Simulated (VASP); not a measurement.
# Au (Im-3m) in VASP: notebook, part 2 of 2

VASP 6.6.1. The steps go on from the part before.

### Step 3. Density of states, PBE

POSCAR reads:

```
Au
1.0
   -1.6509971087      1.6509971087      1.6509971087
    1.6509971087     -1.6509971087      1.6509971087
    1.6509971087      1.6509971087     -1.6509971087
Au
1
Direct
    0.0000000000      0.0000000000      0.0000000000
```

INCAR.step1 reads:

```
SYSTEM = Au
PREC = Accurate
ENCUT = 520
EDIFF = 1E-6
ISMEAR = -1
SIGMA = 0.08
LREAL = .FALSE.
LASPH = .TRUE.
NELM = 100
ALGO = Normal
ISIF = 2
LWAVE = .FALSE.
LCHARG = .TRUE.
LMAXMIX = 4
GGA = PE
NBANDS = 12
```

KPOINTS.step1 reads:

```
Automatic mesh
0
G
  16 16 16
  0 0 0
```

INCAR.step2 reads:

```
SYSTEM = Au
PREC = Accurate
ENCUT = 520
EDIFF = 1E-6
ISMEAR = -5
SIGMA = 0.08
LREAL = .FALSE.
LASPH = .TRUE.
NELM = 100
ALGO = Normal
ISIF = 2
LWAVE = .FALSE.
LCHARG = .FALSE.
LMAXMIX = 4
GGA = PE
LORBIT = 11
NEDOS = 2001
ICHARG = 11
```

KPOINTS.step2 reads:

```
Automatic mesh
0
G
  24 24 24
  0 0 0
```

Potentials or basis: VASP PAW PBE potentials, release 64 (Au).

Command:

```
$ cat potpaw_PBE.64/Au/POTCAR > POTCAR
$ cp INCAR.step1 INCAR
$ cp KPOINTS.step1 KPOINTS
$ mpirun -np 1 vasp_std > vasp.out
$ cp INCAR.step2 INCAR
$ cp KPOINTS.step2 KPOINTS
$ mpirun -np 1 vasp_std > vasp.out
```

OUTCAR:

```text
SYSTEM = Au
   PREC = Accurate
   ENCUT = 520
   EDIFF = 1E-6
   ISMEAR = -5
   LREAL = .FALSE.
   LASPH = .TRUE.
   NELM = 100
   ISIF = 2
   GGA = PE
   LORBIT = 11
   ICHARG = 11

 ion  position               nearest neighbor table
   1  0.000  0.000  0.000-

  LATTYP: Found a body centered cubic cell.
 ALAT       =     3.3019942174

  Lattice vectors:

 A1 = (  -1.6509971087,   1.6509971087,   1.6509971087)
 A2 = (   1.6509971087,  -1.6509971087,   1.6509971087)
 A3 = (   1.6509971087,   1.6509971087,  -1.6509971087)

Analysis of symmetry for initial positions (statically):
=====================================================================
 Subroutine PRICEL returns:
 Original cell was already a primitive cell.

 Routine SETGRP: Setting up the symmetry group for a
 body centered cubic supercell.

 Subroutine GETGRP returns: Found 48 space group operations
 (whereof 48 operations were pure point group operations)
 out of a pool of 48 trial point group operations.

The static configuration has the point symmetry O_h .

Analysis of symmetry for dynamics (positions and initial velocities):
=====================================================================
 Subroutine PRICEL returns:
 Original cell was already a primitive cell.

 Routine SETGRP: Setting up the symmetry group for a
 body centered cubic supercell.

 Subroutine GETGRP returns: Found 48 space group operations
 (whereof 48 operations were pure point group operations)
 out of a pool of 48 trial point group operations.

The dynamic configuration has the point symmetry O_h .

 Subroutine INISYM returns: Found 48 space group operations
 (whereof 48 operations are pure point group operations),
 and found     1 'primitive' translations

----------------------------------------------------------------------------------------

                                     Primitive cell

  volume of cell :      18.0011

  direct lattice vectors                    reciprocal lattice vectors
    -1.650997109  1.650997109  1.650997109     0.000000000  0.302847290  0.302847290
     1.650997109 -1.650997109  1.650997109     0.302847290  0.000000000  0.302847290
     1.650997109  1.650997109 -1.650997109     0.302847290  0.302847290  0.000000000

  length of vectors
     2.859610875  2.859610875  2.859610875     0.428290745  0.428290745  0.428290745

  position of ions in fractional coordinates (direct lattice)
     0.000000000  0.000000000  0.000000000

  ion indices of the primitive-cell ions
   primitive index   ion index
                 1           1

----------------------------------------------------------------------------------------

 KPOINTS: Automatic mesh

Automatic generation of k-mesh.
 Grid dimensions read from file:
 generate k-points for:   24   24   24

 Generating k-lattice:

  Cartesian coordinates                     Fractional coordinates (reciprocal lattice)
     0.000000000  0.012618637  0.012618637     0.041666667  0.000000000  0.000000000
     0.012618637  0.000000000  0.012618637     0.000000000  0.041666667  0.000000000
     0.012618637  0.012618637  0.000000000     0.000000000  0.000000000  0.041666667

  Length of vectors
     0.017845448  0.017845448  0.017845448

  Shift w.r.t. Gamma in fractional coordinates (k-lattice)
     0.000000000  0.000000000  0.000000000

 TETIRR: Found  16469 inequivalent tetrahedra from    82944

 Subroutine IBZKPT returns following result:
 ===========================================

 Found    413 irreducible k-points:

 Following reciprocal coordinates:
            Coordinates               Weight
  0.000000  0.000000  0.000000      1.000000
  0.041667  0.000000  0.000000     12.000000
  0.083333  0.000000  0.000000     12.000000
  0.125000  0.000000  0.000000     12.000000
  0.166667  0.000000  0.000000     12.000000
  0.208333  0.000000  0.000000     12.000000
[... 16 lines left out ...]
  0.416667  0.041667  0.000000     48.000000
  0.458333  0.041667  0.000000     48.000000
 [... further k-points ...]
   k-points           NKPTS =    413   k-points in BZ     NKDIM =    413   number of bands    NBANDS=      9
   number of dos      NEDOS =   2001   number of ions     NIONS =      1
   total plane-waves  NPLWV =  13824
   dimension x,y,z NGX =    24 NGY =   24 NGZ =   24
   dimension x,y,z NGXF=    48 NGYF=   48 NGZF=   48
   ions per type =               1
   NGX,Y,Z   is equivalent  to a cutoff of  13.95, 13.95, 13.95 a.u.
   NGXF,Y,Z  is equivalent  to a cutoff of  27.91, 27.91, 27.91 a.u.
 SYSTEM =  Au
   PREC   = accura    normal or accurate (medium, high low for compatibility)
   ISTART =      0    job   : 0-new  1-cont  2-samecut
   ICHARG =     11    charge: 1-file 2-atom 10-const
   ISPIN  =      1    spin polarized calculation?
   LNONCOLLINEAR =      F non collinear calculations
   LSORBIT =      F    spin-orbit coupling
   LASPH  =      T    aspherical Exc in radial PAW
   ENCUT  =  520.0 eV  38.22 Ry    6.18 a.u.   5.32  5.32  5.32*2*pi/ulx,y,z
   NELM   =    100;   NELMIN=  2; NELMDL=  0     # of ELM steps
   EDIFF  = 0.1E-05   stopping-criterion for ELM
   LREAL  =      F    real-space projection
   EDIFFG = 0.1E-04   stopping-criterion for IOM
   NSW    =      0    number of steps for IOM
   IBRION =     -1    ionic relax: 0-MD 1-quasi-New 2-CG
   NFREE  =      0    steps in history (QN), initial steepest desc. (CG)
   ISIF   =      2    stress and relaxation
   ISYM   =      2    0-nonsym 1-usesym 2-fastsym
   POTIM  = 0.5000    time-step for ionic-motion
   TEBEG  =    0.0;   TEEND  =   0.0 temperature during run
   PSTRESS=    0.0 pullay stress
   NELECT =      11.0000    total number of electrons
   NUPDOWN=      -1.0000    fix difference up-down
   EMIN   =  10.00;   EMAX   =-10.00  energy-range for DOS
   EFERMI =   0.00;   METHOD = LEGACY
   ISMEAR =    -5;   SIGMA  =   0.08  broadening in eV -4-tet -1-fermi 0-gaus
   EFERMI_NEDOS =   21; number of points for ismear=-14 and -15
   IALGO  =     38    algorithm
   IMIX   =      4    mixing-type and parameters
     AMIX     =   0.40;   BMIX     =  1.00
     AMIX_MAG =   1.60;   BMIX_MAG =  1.00
  volume/ion in A,a.u.               =      18.00       121.48
  Fermi-wavevector in a.u.,A,eV,Ry     =   1.389226  2.625256 26.258530  1.929948
  Thomas-Fermi vector in A             =   2.513276
   LORBIT       =     11    0 simple, 1 ext, 2 COOP (PROOUT), +10 PAW based schemes
   GGA     = PE    functional components
   LHFCALC =     F    Hartree Fock is set to
   AEXX    =    0.0000 exact exchange contribution
   IVDW    =     0    specifies the selected vdW correction
   LEPSILON=     F    determine dielectric tensor
   LRPA    =     F    only Hartree local field effects (RPA)
 non-spin polarized calculation
 Fermi weights with tetrahedron method with Bloechl corrections
  energy-cutoff  :      520.00
  volume of cell :       18.00
 maximum number of plane-waves:       498
 NGX is ok and might be reduce to    24

 number of electron      10.9999999 magnetization

 Free energy of the ion-electron system (eV)
  ---------------------------------------------------
  ext. energy  EPLUGINS =         0.00000000
  ---------------------------------------------------
  free energy    TOTEN  =        -3.20035129 eV

  energy without entropy =       -3.20035129  energy(sigma->0) =       -3.20035129

 E-fermi :   8.5913     XC(G=0): -12.3938

 val. band max:        8.5319197483   @ k =  -0.2917   0.4583   0.0833
 cond. band min:       8.5852558895   @ k =  -0.4167   0.4167   0.1667
 fundamental gap:      0.0533361413
 Fermi energy:         8.5913243916

 k-point     1 :       0.0000    0.0000    0.0000
  band No.  band energies     occupation
      1      -0.6922      2.00000
      2       4.0048      2.00000
      3       4.0048      2.00000
      4       4.0048      2.00000
      5       5.7751      2.00000
      6       5.7751      2.00000
      7      25.0953      0.00000
      8      25.0953      0.00000
      9      25.0953      0.00000

 k-point     2 :       0.0417    0.0000    0.0000
  band No.  band energies     occupation
      1      -0.6309      2.00000
      2       3.9860      2.00000
      3       4.0068      2.00000
      4       4.0466      2.00000
      5       5.7521      2.00000
      6       5.7763      2.00000
      7      25.0820      0.00000
      8      25.1113      0.00000
      9      25.1710      0.00000
[... 253 lines left out ...]
 k-point    24 :       0.4583    0.0417    0.0000
  band No.  band energies     occupation
      1       1.8613      2.00000
      2       3.0260      2.00000
      3       5.6279      2.00000
      4       5.8950      2.00000
      5       6.9518      2.00000
      6       8.3685      1.79931
      7      11.9974      0.00000
      8      20.9229      0.00000
      9      21.9792      0.00000

 [... further k-points ...]
[... 5 lines left out ...]
  --------------------------------------------------------------------------------------
  -------------------------------------------------------------------------------------
  Total        0.1060131      0.1060131      0.1060131      0.0000000      0.0000000     -0.0000000
  in kB        9.4356362      9.4356362      9.4356362      0.0000000      0.0000000     -0.0000000
  external PRESSURE =       9.4356362 kB  Pullay stress =       0.0000000 kB

 VOLUME and BASIS-vectors are now :
 -----------------------------------------------------------------------------
  energy-cutoff  :      520.00
  volume of cell :       18.00
      direct lattice vectors                 reciprocal lattice vectors
    -1.650997109  1.650997109  1.650997109     0.000000000  0.302847290  0.302847290
     1.650997109 -1.650997109  1.650997109     0.302847290  0.000000000  0.302847290
     1.650997109  1.650997109 -1.650997109     0.302847290  0.302847290  0.000000000

 POSITION                                       TOTAL-FORCE (eV/Angst)
 -----------------------------------------------------------------------------------
      0.00000      0.00000      0.00000        -0.000000      0.000000     -0.000000
 -----------------------------------------------------------------------------------
    total drift:                                0.000000      0.000000     -0.000000

  FREE ENERGIE OF THE ION-ELECTRON SYSTEM (eV)
  ---------------------------------------------------
  free  energy   TOTEN  =        -3.2003512868 eV

  energy  without entropy=       -3.2003512868  energy(sigma->0) =       -3.20035129

 total charge

# of ion       s       p       d       tot
------------------------------------------
    1        0.531   0.314   8.758   9.604
```

OUTCAR.step1:

```text
SYSTEM = Au
   PREC = Accurate
   ENCUT = 520
   EDIFF = 1E-6
   ISMEAR = -1
   LREAL = .FALSE.
[... 578 lines left out ...]
 -----------------------------------------------------------------------------------
      0.00000      0.00000      0.00000        -0.000000      0.000000     -0.000000
 -----------------------------------------------------------------------------------
    total drift:                               -0.000000      0.000000     -0.000000

  FREE ENERGIE OF THE ION-ELECTRON SYSTEM (eV)
  ---------------------------------------------------
  free  energy   TOTEN  =        -3.2024145217 eV

  energy  without entropy=       -3.1961663410  energy(sigma->0) =       -3.19929043
```

Run time: 43 s. Hardware: 1 thread of Intel Xeon 6975P-C, shared host; peak memory 0.21 GiB.

Results:

```
Valence electrons inside the program's atomic spheres : Au 9.60
```

Caveat: spin-orbit coupling is left out, which moves the levels of the heavy elements; tetrahedron occupations give inexact forces and stress in metals.

### Step 4. Density of states, PBE (volume scaled by 0.43)

POSCAR reads:

```
Au
1.0
   -1.2461465841      1.2461465841      1.2461465841
    1.2461465841     -1.2461465841      1.2461465841
    1.2461465841      1.2461465841     -1.2461465841
Au
1
Direct
    0.0000000000      0.0000000000      0.0000000000
```

INCAR.step1 reads:

```
PREC = Accurate ; ENCUT = 520
EDIFF = 1E-6 ; ISMEAR = -1
SIGMA = 0.08 ; LREAL = False
LASPH = True ; NELM = 80
ALGO = Normal ; ISIF = 2
LWAVE = False ; LCHARG = True
LMAXMIX = 4 ; GGA = PE
NBANDS = 12
```

KPOINTS.step1 reads:

```
Automatic mesh
0
Gamma
  16 16 16
```

INCAR.step2 reads:

```
PREC = Accurate ; ENCUT = 520
EDIFF = 1E-6 ; ISMEAR = -5
SIGMA = 0.08 ; LREAL = False
LASPH = True ; NELM = 80
ALGO = Normal ; ISIF = 2
LWAVE = False ; LCHARG = False
LMAXMIX = 4 ; GGA = PE
LORBIT = 11 ; NBANDS = 12
NEDOS = 2001 ; ICHARG = 11
```

KPOINTS.step2 reads:

```
Automatic mesh
0
Gamma
  24 24 24
```

Command:

```
$ cat potpaw_PBE.64/Au/POTCAR > POTCAR
$ cp INCAR.step1 INCAR
$ cp KPOINTS.step1 KPOINTS
$ mpirun -np 1 vasp_std > vasp.out
$ cp INCAR.step2 INCAR
$ cp KPOINTS.step2 KPOINTS
$ mpirun -np 1 vasp_std > vasp.out
```

Wall time 54 s (1 thread of Intel Xeon 8259CL, shared host); peak memory 0.19 GiB.

Levels at points of the mesh, in eV from the Fermi level:
| k point | band 3 | band 4 | band 5 | band 6 | band 7 | band 8 | band 9 | band 10 |
| --- | --- | --- | --- | --- | --- | --- | --- | --- |
| (0.00, 0.00, 0.00) | -14.07 | -14.07 | -8.08 | -8.08 | 10.83 | 10.83 | 10.83 | 31.47 |
| (0.50, 0.00, 0.00) | -7.95 | -6.60 | -5.18 | -1.31 | 7.32 | 11.13 | 18.93 | 23.52 |
| (0.50, 0.50, 0.50) | -3.08 | -3.08 | -3.08 | 6.08 | 6.08 | 6.08 | 21.53 | 24.65 |

Caveat: spin-orbit coupling is left out, which moves the levels of the heavy elements; tetrahedron occupations give inexact forces and stress in metals.
